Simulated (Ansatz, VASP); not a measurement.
# Al2O3: VASP beside Ansatz

INCAR

```
SYSTEM = Al2O3
  PREC = Accurate
  ENCUT = 600
  EDIFF = 1E-6
  ISMEAR = 0
  SIGMA = 0.01
  LREAL = .False.
  LASPH = .True.
  NELM = 120
  ALGO = Normal
  ISIF = 2
  LWAVE = .False.
  LCHARG = .False.
  NBANDS = 20
  GGA_COMPAT = .False.
```

Contents of KPOINTS:

```
Automatic mesh
0
Gamma
  7 7 3
  0 0 0
```

Contents of POSCAR:

```
Al2O3
1.0
    3.0174800000      0.0000000000      0.0000000000
   -1.5087400000      2.6132143354      0.0000000000
    0.0000000000      0.0000000000      7.5746400000
Al O
2 3
Direct
    0.0000000000      0.0000000000      0.2779500000
    0.0000000000      0.0000000000      0.7220500000
    0.3333333333      0.6666666667      0.1994500000
    0.6666666667      0.3333333333      0.8005500000
    0.0000000000      0.0000000000      0.5000000000
```

Input for Ansatz:

```yaml
crystal:
  lattice:
    a: 3.01748
    b: 3.01748
    c: 7.57464
    alpha: 90.0
    beta: 90.0
    gamma: 120.0
  space_group: 164
  atoms:
    - { symbol: Al, position: [0.0, 0.0, 0.27795] }
    - { symbol: O, position: [0.3333333333333333, 0.6666666666666666, 0.19945] }
    - { symbol: O, position: [0.0, 0.0, 0.5] }
accuracy: medium
basis:
  ecutwfc: 639.467576780718
kpoints:
  mp_grid:
    grid: [7, 7, 3]
hamiltonian:
  xc: lda
scf:
  mixing:
    algorithm: broyden
    beta: 0.3
  occupations:
    method: fixed
  eigensolver:
    kind: davidson
    full_accuracy: true
output:
  eigenvalues: true
```

Alike in both runs: task single point; functional LDA; k mesh 7 × 7 × 3; no spin polarisation.

|  | VASP | Ansatz |
| --- | --- | --- |
| version | VASP 6.6.1 | Ansatz 0.2.0 |
| potentials or method | VASP PAW LDA potentials, release 64 (Al, O), cutoff 600 eV | plane waves, PAW |
| occupations | gaussian, width 0.01 eV | fixed |
| valence electrons in the cell | 24 | 24 |

Ansatz gave:

* gap on the k mesh at the Fermi level (eV): 2.20

Problem. Which values does VASP return?

Solution. gap on the k mesh at the Fermi level (eV): 2.19.

LDA's correlation is that of Perdew and Zunger in VASP and of Perdew and Wang (1992) in Ansatz.
